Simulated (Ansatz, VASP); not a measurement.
InO: VASP beside Ansatz

```
In O
1.0
     3.62629    0.00000    0.00000
    -1.81315    3.14046    0.00000
     0.00000    0.00000   16.67095
In O
2 2
Direct
  0.66667 0.33333 0.59002
  0.66667 0.33333 0.40998
  0.00000 0.00000 0.63987
  0.00000 0.00000 0.36013
```

Change from the starting cell: strain +0.050 along x and y, +0.050 along z, atoms carried along.

Alike in both runs: task single point; functional PBE; k mesh 12 × 12 × 2; occupations gaussian, width 0.03 eV; no spin polarisation.

|  | VASP | Ansatz |
| --- | --- | --- |
| version | VASP 6.6.1 | Ansatz 0.2.0 |
| potentials or method | VASP PAW PBE potentials, release 64 (In_d, O), cutoff 520 eV | scalar-relativistic, plane waves, PAW |
| valence electrons in the cell | 38 | 38 |

Ansatz gave:

* gap on the k mesh at the Fermi level (eV): 0.26
* least direct gap on the mesh (eV): 0.71
* rms of the force components (eV/Å): 0.441

Q: What did VASP give for the same quantities?

A: gap on the k mesh at the Fermi level (eV): 0.25; least direct gap on the mesh (eV): 0.70; rms of the force components (eV/Å): 0.429.

Atom by atom the forces differ by 0.013 eV/Å (rms over components).
